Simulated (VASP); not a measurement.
# InAs (I-4m2) in VASP: single point with r2SCAN

Aim: the single point of InAs with r2SCAN.

Program: VASP 6.6.1. These are calculated values, not measurements. Logs are shortened: lines on timing, memory, paths and dates and some standing lists are left out, and cuts for length are marked.

### Step 1. The cell of the first run

Symmetry: I-4m2, No. 119, tetragonal system. The conventional cell has a = 4.208 Å, b = 4.208 Å, c = 6.248 Å, α = 90.00°, β = 90.00°, γ = 90.00°. In (site symmetry -4m2) has 4 As at 2.62 Å within 3.5 Å. Within 3.5 Å of As (site symmetry -4m2) lie 4 In at 2.62 Å.

### Step 2. Single point, r2SCAN

The input, POSCAR:

```
InAs
1.0
    0.0000000000      2.9752172759      3.1239781397
    2.9752172759      0.0000000000      3.1239781397
    2.9752172759      2.9752172759      0.0000000000
In As
1 1
Direct
    0.0000000000      0.0000000000      0.0000000000
    0.7500000000      0.7500000000      0.7500000000
```

The input, INCAR.step1:

```
SYSTEM = InAs
ALGO = Normal
EDIFF = 1E-4
ENCUT = 520
GGA = PE
ISMEAR = 0
LASPH = .True.
LCHARG = .False.
LREAL = .False.
LWAVE = .True.
NBANDS = 16
NELM = 80
PREC = Accurate
SIGMA = 0.03
```

The input, INCAR.step2:

```
SYSTEM = InAs
ALGO = Normal
EDIFF = 1E-6
ENCUT = 520
ISIF = 2
ISMEAR = 0
ISTART = 1
LASPH = .True.
LCHARG = .False.
LMIXTAU = .True.
LREAL = .False.
LWAVE = .False.
METAGGA = R2SCAN
NBANDS = 16
NELM = 80
PREC = Accurate
SIGMA = 0.03
```

The input, KPOINTS:

```
k-points
0
Gamma
  10 10 10
  0 0 0
```

Potentials or basis: VASP PAW PBE potentials, release 64 (In_d, As).

The run is started by

```bash
cat potpaw_PBE.64/In_d/POTCAR potpaw_PBE.64/As/POTCAR > POTCAR
cp INCAR.step1 INCAR
mpirun -np 1 vasp_std > vasp.out
cp INCAR.step2 INCAR
mpirun -np 1 vasp_std > vasp.out
```

OUTCAR:

```text
SYSTEM = InAs
   EDIFF = 1E-6
   ENCUT = 520
   ISIF = 2
   ISMEAR = 0
   ISTART = 1
   LASPH = .True.
   LREAL = .False.
   METAGGA = R2SCAN
   NELM = 80
   PREC = Accurate

 ion  position               nearest neighbor table
   1  0.000  0.000  0.000-   2 2.62   2 2.62   2 2.62   2 2.62
   2  0.750  0.750  0.750-   1 2.62   1 2.62   1 2.62   1 2.62

  LATTYP: Found a body centered tetragonal cell.
 ALAT       =     4.2075926226
 C/A-ratio  =     1.4849242405

  Lattice vectors:

 A1 = (  -2.9752172759,   0.0000000000,   3.1239781397)
 A2 = (   2.9752172759,   0.0000000000,   3.1239781397)
 A3 = (   0.0000000000,   2.9752172759,  -3.1239781397)

Analysis of symmetry for initial positions (statically):
=====================================================================
 Subroutine PRICEL returns:
 Original cell was already a primitive cell.

 Routine SETGRP: Setting up the symmetry group for a
 body centered tetragonal supercell.

 Subroutine GETGRP returns: Found  8 space group operations
 (whereof  8 operations were pure point group operations)
 out of a pool of 16 trial point group operations.

The static configuration has the point symmetry D_2d.

Analysis of symmetry for dynamics (positions and initial velocities):
=====================================================================
 Subroutine PRICEL returns:
 Original cell was already a primitive cell.

 Routine SETGRP: Setting up the symmetry group for a
 body centered tetragonal supercell.

 Subroutine GETGRP returns: Found  8 space group operations
 (whereof  8 operations were pure point group operations)
 out of a pool of 16 trial point group operations.

The dynamic configuration has the point symmetry D_2d.

 Subroutine INISYM returns: Found  8 space group operations
 (whereof  8 operations are pure point group operations),
 and found     1 'primitive' translations

----------------------------------------------------------------------------------------

                                     Primitive cell

  volume of cell :      55.3064

  direct lattice vectors                    reciprocal lattice vectors
     0.000000000  2.975217276  3.123978140    -0.168054953  0.168054953  0.160052336
     2.975217276  0.000000000  3.123978140     0.168054953 -0.168054953  0.160052336
     2.975217276  2.975217276  0.000000000     0.168054953  0.168054953 -0.160052336

  length of vectors
     4.314065050  4.314065050  4.207592623     0.286533916  0.286533916  0.286533916

  position of ions in fractional coordinates (direct lattice)
     0.000000000  0.000000000  0.000000000
     0.750000000  0.750000000  0.750000000

  ion indices of the primitive-cell ions
   primitive index   ion index
                 1           1
                 2           2

----------------------------------------------------------------------------------------

 KPOINTS: k-points

Automatic generation of k-mesh.
 Grid dimensions read from file:
 generate k-points for:   10   10   10

 Generating k-lattice:

  Cartesian coordinates                     Fractional coordinates (reciprocal lattice)
    -0.016805495  0.016805495  0.016005234     0.100000000  0.000000000  0.000000000
     0.016805495 -0.016805495  0.016005234     0.000000000  0.100000000  0.000000000
     0.016805495  0.016805495 -0.016005234    -0.000000000 -0.000000000  0.100000000

  Length of vectors
     0.028653392  0.028653392  0.028653392

  Shift w.r.t. Gamma in fractional coordinates (k-lattice)
     0.000000000  0.000000000  0.000000000

 Subroutine IBZKPT returns following result:
 ===========================================

 Found    102 irreducible k-points:

 Following reciprocal coordinates:
            Coordinates               Weight
  0.000000  0.000000  0.000000      1.000000
  0.100000  0.000000  0.000000      8.000000
  0.200000  0.000000  0.000000      8.000000
  0.300000 -0.000000  0.000000      8.000000
  0.400000  0.000000  0.000000      8.000000
  0.500000 -0.000000  0.000000      4.000000
[... 16 lines left out ...]
  0.300000  0.300000  0.000000      2.000000
  0.400000  0.300000  0.000000      8.000000
 [... further k-points ...]
   k-points           NKPTS =    102   k-points in BZ     NKDIM =    102   number of bands    NBANDS=     16
   number of dos      NEDOS =    301   number of ions     NIONS =      2
   total plane-waves  NPLWV =  32768
   dimension x,y,z NGX =    32 NGY =   32 NGZ =   32
   dimension x,y,z NGXF=    64 NGYF=   64 NGZF=   64
   ions per type =               1   1
   NGX,Y,Z   is equivalent  to a cutoff of  12.33, 12.33, 12.64 a.u.
   NGXF,Y,Z  is equivalent  to a cutoff of  24.66, 24.66, 25.29 a.u.
 SYSTEM =  InAs
   PREC   = accura    normal or accurate (medium, high low for compatibility)
   ISTART =      1    job   : 0-new  1-cont  2-samecut
   ICHARG =      0    charge: 1-file 2-atom 10-const
   ISPIN  =      1    spin polarized calculation?
   LNONCOLLINEAR =      F non collinear calculations
   LSORBIT =      F    spin-orbit coupling
   LASPH  =      T    aspherical Exc in radial PAW
   ENCUT  =  520.0 eV  38.22 Ry    6.18 a.u.   8.02  8.02  7.82*2*pi/ulx,y,z
   NELM   =     80;   NELMIN=  2; NELMDL=  0     # of ELM steps
   EDIFF  = 0.1E-05   stopping-criterion for ELM
   LREAL  =      F    real-space projection
   EDIFFG = 0.1E-04   stopping-criterion for IOM
   NSW    =      0    number of steps for IOM
   IBRION =     -1    ionic relax: 0-MD 1-quasi-New 2-CG
   NFREE  =      0    steps in history (QN), initial steepest desc. (CG)
   ISIF   =      2    stress and relaxation
   ISYM   =      2    0-nonsym 1-usesym 2-fastsym
   POTIM  = 0.5000    time-step for ionic-motion
   TEBEG  =    0.0;   TEEND  =   0.0 temperature during run
   PSTRESS=    0.0 pullay stress
   NELECT =      18.0000    total number of electrons
   NUPDOWN=      -1.0000    fix difference up-down
   EMIN   =  10.00;   EMAX   =-10.00  energy-range for DOS
   EFERMI =   0.00;   METHOD = LEGACY
   ISMEAR =     0;   SIGMA  =   0.03  broadening in eV -4-tet -1-fermi 0-gaus
   EFERMI_NEDOS =   21; number of points for ismear=-14 and -15
   IALGO  =     38    algorithm
   IMIX   =      4    mixing-type and parameters
     AMIX     =   0.40;   BMIX     =  1.00
     AMIX_MAG =   1.60;   BMIX_MAG =  1.00
  volume/ion in A,a.u.               =      27.65       186.61
  Fermi-wavevector in a.u.,A,eV,Ry     =   1.126092  2.128005 17.253320  1.268083
  Thomas-Fermi vector in A             =   2.262772
   LORBIT       =      0    0 simple, 1 ext, 2 COOP (PROOUT), +10 PAW based schemes
   METAGGA = R2SCAN    functional components
   LHFCALC =     F    Hartree Fock is set to
   AEXX    =    0.0000 exact exchange contribution
   IVDW    =     0    specifies the selected vdW correction
   LEPSILON=     F    determine dielectric tensor
   LRPA    =     F    only Hartree local field effects (RPA)
 non-spin polarized calculation
 Gauss-broadening in eV      SIGMA  =   0.03
  energy-cutoff  :      520.00
  volume of cell :       55.31
 maximum number of plane-waves:      1508
   NGX = 17   NGY = 17   NGZ = 15

 number of electron      17.9999996 magnetization

 Free energy of the ion-electron system (eV)
  ---------------------------------------------------
  ext. energy  EPLUGINS =         0.00000000
  ---------------------------------------------------
  free energy    TOTEN  =       -38.04053452 eV

  energy without entropy =      -38.04053439  energy(sigma->0) =      -38.04053446

 E-fermi :   4.4298     XC(G=0):  -9.6568

 val. band max:        4.3547897564   @ k =   0.0000   0.0000   0.0000
 cond. band min:       4.5007688309   @ k =   0.0000   0.0000   0.0000
 fundamental gap:      0.1459790745
 Fermi energy:         4.4297679801

 k-point     1 :       0.0000    0.0000    0.0000
  band No.  band energies     occupation
      1     -10.5937      2.00000
      2     -10.5748      2.00000
      3     -10.5748      2.00000
      4     -10.4387      2.00000
      5     -10.4314      2.00000
      6      -8.0230      2.00000
[... 8 lines left out ...]
     15      13.9544      0.00000
     16      14.7228      0.00000

 k-point     2 :       0.1000    0.0000    0.0000
  band No.  band energies     occupation
      1     -10.5996      2.00000
      2     -10.5793      2.00000
      3     -10.5708      2.00000
      4     -10.4392      2.00000
      5     -10.4310      2.00000
      6      -7.9131      2.00000
[... 8 lines left out ...]
     15      13.3865      0.00000
     16      14.0677      0.00000

 k-point     3 :       0.2000    0.0000    0.0000
  band No.  band energies     occupation
      1     -10.6326      2.00000
      2     -10.5722      2.00000
      3     -10.5609      2.00000
      4     -10.4398      2.00000
      5     -10.4291      2.00000
      6      -7.6020      2.00000
[... 8 lines left out ...]
     15      13.4706      0.00000
     16      13.5628      0.00000

 k-point     4 :       0.3000   -0.0000    0.0000
  band No.  band energies     occupation
      1     -10.6735      2.00000
      2     -10.5615      2.00000
      3     -10.5500      2.00000
      4     -10.4391      2.00000
      5     -10.4249      2.00000
      6      -7.1501      2.00000
[... 8 lines left out ...]
     15      13.6260      0.00000
     16      13.6887      0.00000
[... 324 lines left out ...]
 k-point    22 :      -0.2000    0.2000    0.0000
  band No.  band energies     occupation
      1     -10.6870      2.00000
      2     -10.5526      2.00000
      3     -10.5447      2.00000
      4     -10.4459      2.00000
      5     -10.4230      2.00000
      6      -6.9784      2.00000
[... 8 lines left out ...]
     15      14.7075      0.00000
     16      15.2881      0.00000

 k-point    23 :       0.3000    0.3000    0.0000
  band No.  band energies     occupation
      1     -10.7222      2.00000
      2     -10.5209      2.00000
      3     -10.5208      2.00000
      4     -10.4500      2.00000
      5     -10.4257      2.00000
      6      -6.9209      2.00000
[... 8 lines left out ...]
     15      15.7363      0.00000
     16      16.6869      0.00000

 k-point    24 :       0.4000    0.3000    0.0000
  band No.  band energies     occupation
      1     -10.7421      2.00000
      2     -10.5141      2.00000
      3     -10.5106      2.00000
      4     -10.4521      2.00000
      5     -10.4241      2.00000
      6      -6.5655      2.00000
[... 8 lines left out ...]
     15      16.0813      0.00000
     16      16.9156      0.00000

 [... further k-points ...]
[... 5 lines left out ...]
  --------------------------------------------------------------------------------------
  -------------------------------------------------------------------------------------
  Total        0.8538839      0.8538839      0.1599085      0.0000000     -0.0000000     -0.0000000
  in kB       24.7362616     24.7362616      4.6324064      0.0000000     -0.0000000     -0.0000000
  external PRESSURE =      18.0349765 kB  Pullay stress =       0.0000000 kB

 VOLUME and BASIS-vectors are now :
 -----------------------------------------------------------------------------
  energy-cutoff  :      520.00
  volume of cell :       55.31
      direct lattice vectors                 reciprocal lattice vectors
     0.000000000  2.975217276  3.123978140    -0.168054953  0.168054953  0.160052336
     2.975217276  0.000000000  3.123978140     0.168054953 -0.168054953  0.160052336
     2.975217276  2.975217276  0.000000000     0.168054953  0.168054953 -0.160052336

 POSITION                                       TOTAL-FORCE (eV/Angst)
 -----------------------------------------------------------------------------------
      0.00000      0.00000      0.00000        -0.000000      0.000000     -0.000000
      4.46283      4.46283      4.68597         0.000000     -0.000000      0.000000
 -----------------------------------------------------------------------------------
    total drift:                                0.000007      0.000007     -0.000007

  FREE ENERGIE OF THE ION-ELECTRON SYSTEM (eV)
  ---------------------------------------------------
  free  energy   TOTEN  =       -38.0405345200 eV

  energy  without entropy=      -38.0405343919  energy(sigma->0) =      -38.04053446
```

Run time: 2.8 min. Hardware: 1 thread of Intel Xeon Platinum 8488C (Sapphire Rapids), shared host; peak memory 0.25 GiB.

Results:

```
Free energy            : -38.0405 eV
Pressure               : 1.8 GPa
Band gap on the k mesh : 0.15 eV
```

Caveat: semilocal functionals underestimate gaps, and a narrow one can read as zero; the PAW data sets were made with another functional, which shifts forces and pressure a little; spin-orbit coupling is left out, which moves the levels of the heavy elements.
